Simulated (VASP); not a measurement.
PbS:

```
Pb S
1.0
     2.12075   -6.10880    0.00000
     2.12075    6.10880    0.00000
     0.00000    0.00000    4.36325
Pb S
2 2
Direct
  0.13056 0.86944 0.25000
  0.86944 0.13056 0.75000
  0.35480 0.64520 0.25000
  0.64520 0.35480 0.75000
```

This cell differs from its parent crystal: volume scaled by 1.06.

Base run:

```yaml
Program: VASP 6.6.1
Functional: LDA
Potentials_or_basis: VASP PAW LDA potentials, release 64 (Pb_d, S)
Cutoff: 520 eV
k_mesh: 7 × 7 × 6
Occupations: fermi-dirac, width 0.05 eV
Spin: no spin polarisation
```

Its results: band gap on the k mesh 1.19 eV, indirect (least direct gap 1.26 eV); pressure -5.9 GPa; largest force 0.421 eV/Å.

Question: The run is repeated on the same cell with these changes: functional from LDA to PBE; potentials or basis from VASP PAW LDA potentials, release 64 (Pb_d, S) to VASP PAW PBE potentials, release 64 (Pb_d, S). What comes out?

Answer: Band gap on the k mesh 1.34 eV, indirect (least direct gap 1.42 eV); pressure -1.8 GPa; largest force 0.264 eV/Å.

Caveats: spin-orbit coupling is left out, which moves the levels of the heavy elements.

A k mesh can miss the band edges.
